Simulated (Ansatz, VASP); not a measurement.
**Two plane-wave programs on GaAs**

```
CELL_PARAMETERS angstrom
0.00000 2.79129 2.79129
2.79129 0.00000 2.79129
2.79129 2.79129 0.00000
ATOMIC_POSITIONS crystal
Ga 0.00000 0.00000 0.00000
As 0.75000 0.75000 0.75000
```

Alike in both runs: task single point; functional PBEsol; k mesh 10 × 10 × 10; occupations gaussian, width 0.05 eV; no spin polarisation.

```csv
,VASP,Ansatz
version,VASP 6.6.1,Ansatz 0.2.0
potentials or method,"VASP PAW PBE potentials, release 64 (Ga_d, As), cutoff 520 eV","scalar-relativistic, plane waves, PAW"
valence electrons in the cell,18,28
```

VASP gave:

| Property | Result |
| --- | --- |
| gap on the k mesh at the Fermi level (eV) | 0.74 |
| least direct gap on the mesh (eV) | 0.74 |
| pressure (GPa) | 3.3 |

**Question.** Which values does Ansatz return?

**Answer.** gap on the k mesh at the Fermi level (eV): 0.73; least direct gap on the mesh (eV): 0.73; pressure (GPa): 3.1.

VASP's potentials were made for PBE, not for PBEsol. VASP's potentials hold 18 valence electrons a cell and Ansatz's 28, so a difference there can come from the potentials and not from the codes.
